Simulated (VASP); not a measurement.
Write the native input for VASP 6.6.1 that does the following.

* Task: single point
* Functional: PBE
* Dispersion: D4
* Potentials or basis: VASP PAW PBE potentials, release 64 (Sc_sv, Bi_d)
* Cutoff: 520 eV
* k mesh: 1 × 5 × 4
* Occupations: gaussian, width 0.1 eV
* Spin: no spin polarisation
* Dipole correction: no
* Further INCAR settings: ALGO = Fast; EDIFF = 1e-06; NBANDS = 36; ISYM = 0

The structure of ScBi3 lies in POSCAR:

```
ScBi3
1.0
   -2.3150920000      2.3150920000      5.4106620000
    2.3150920000     -2.3150920000      5.4106620000
    2.3150920000      2.3150920000     -5.4106620000
Sc Bi
1 3
Direct
    0.0000000000      0.0000000000      0.0000000000
    0.7500000000      0.2500000000      0.5000000000
    0.2500000000      0.7500000000      0.5000000000
    0.5000000000      0.5000000000      0.0000000000
```

One way to write it, as run:

INCAR

```
SYSTEM = ScBi3
PREC = Accurate
ENCUT = 520
EDIFF = 1E-6
ISMEAR = 0
SIGMA = 0.1
LREAL = .False.
LASPH = .True.
NELM = 60
ALGO = Fast
ISIF = 2
LWAVE = .False.
LCHARG = .False.
GGA = PE
IVDW = 13
ISYM = 0
NBANDS = 36
```

KPOINTS

```
Automatic mesh
0
Gamma
  1 5 4
  0 0 0
```

Potentials or basis: VASP PAW PBE potentials, release 64 (Sc_sv, Bi_d).

Run with:

```console
$ cat potpaw_PBE.64/Sc_sv/POTCAR potpaw_PBE.64/Bi_d/POTCAR > POTCAR
$ mpirun -np 1 vasp_std > vasp.out
```

Results of the run:

| Property | Result |
| --- | --- |
| Pressure | -4.3 GPa |
| Largest force | 0.589 eV/Å |
| Band gap on the k mesh | zero (bands 28 and 29 overlap by 0.12 eV) |
| Dispersion energy per atom | -0.477 eV |

Caveat: the k points lie up to 1.00 Å⁻¹ apart; spin-orbit coupling is left out, which moves the levels of the heavy elements.

Run time: 110 s on 1 thread of AMD EPYC 7R43 64-Core Processor (Zen 3) (shared host), peak memory 0.3 GiB.
